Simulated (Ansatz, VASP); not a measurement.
## One calculation of Ge, two programs

```
CELL_PARAMETERS angstrom
-1.66456 1.66456 1.66456
1.66456 -1.66456 1.66456
1.66456 1.66456 -1.66456
ATOMIC_POSITIONS crystal
Ge 0.00000 0.00000 0.00000
```

Alike in both runs: functional r2SCAN; k mesh 10 × 10 × 10; occupations gaussian, width 0.1 eV; no spin polarisation.

Ansatz relaxed the structure, and its values are those at the end. VASP's run is a single point on that final structure, the one shown.

|  | VASP | Ansatz |
| --- | --- | --- |
| version | VASP 6.6.1 | Ansatz 0.2.0 |
| potentials or method | VASP PAW PBE potentials, release 64 (Ge_d), cutoff 550 eV | scalar-relativistic, plane waves, PAW |
| valence electrons in the cell | 14 | 14 |

VASP gave:

* gap on the k mesh at the Fermi level (eV): none
* pressure (GPa): 0.0

Question: Which values does Ansatz return?

Answer: gap on the k mesh at the Fermi level (eV): none; pressure (GPa): 0.1.

VASP's potentials were made for PBE, not for r2SCAN. A gap of «none» marks a metal or a gap that the smearing closes. The functional is the same, so the differences come from potentials, cutoffs and numerics.
